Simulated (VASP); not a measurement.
Write the native input for VASP 6.6.1 that does the following.

| Item | Value |
| --- | --- |
| Task | relaxation of cell and atoms |
| Functional | PBE |
| Potentials or basis | VASP PAW PBE potentials, release 64 (Hg, S) |
| Cutoff | 500 eV |
| k mesh | 7 × 7 × 7 |
| Occupations | methfessel-paxton, width 0.02 eV |
| Spin | no spin polarisation |
| Dipole correction | no |
| Further INCAR settings | ALGO = Normal; EDIFF = 1e-07; IBRION = 2; EDIFFG = -0.01; NSW = 60; ISIF = 3 |

The structure of HgS lies in POSCAR:

```
HgS
1.0
    0.0000000000      2.9250000000      2.9250000000
    2.9250000000      0.0000000000      2.9250000000
    2.9250000000      2.9250000000      0.0000000000
Hg S
1 1
Direct
    0.0000000000      0.0000000000      0.0000000000
    0.2500000000      0.2500000000      0.2500000000
```

These files were run (other wordings do the same):

INCAR

```
SYSTEM = HgS
PREC = Accurate
ENCUT = 500
EDIFF = 1E-7
ISMEAR = 1
SIGMA = 0.02
LREAL = .FALSE.
LASPH = .TRUE.
NELM = 120
ALGO = Normal
ISIF = 3
LWAVE = .FALSE.
LCHARG = .FALSE.
GGA = PE
IBRION = 2
NSW = 60
EDIFFG = -0.01
GGA_COMPAT = .FALSE.
NELMIN = 4
```

KPOINTS

```
Automatic mesh
0
G
  7 7 7
  0 0 0
```

Potentials or basis: VASP PAW PBE potentials, release 64 (Hg, S).

The run is started by

```sh
$ cat potpaw_PBE.64/Hg/POTCAR potpaw_PBE.64/S/POTCAR > POTCAR
$ mpirun -np 1 vasp_std > vasp.out
```

It gave:

| Item | Value |
| --- | --- |
| Relaxed volume | 27.02 Å³/atom |
| Relaxed cell | a = 4.243 Å, b = 4.243 Å, c = 4.243 Å, α = 60.00°, β = 60.00°, γ = 60.00° |
| Space group after relaxing (to 0.1 Å) | F-43m (No. 216) |
| Energy gained by relaxing | 26.8 meV/atom |
| Ionic steps | 3 |
| Pressure after relaxing | 0.0 GPa |
| Band gap on the k mesh | zero (filled and empty bands touch) |

Caveat: semilocal functionals underestimate gaps, and a narrow one can read as zero; spin-orbit coupling is left out, which moves the levels of the heavy elements.

Wall time 46 s on 1 thread of AMD EPYC 7R43 64-Core Processor (Zen 3) (shared host), peak memory 0.14 GiB.
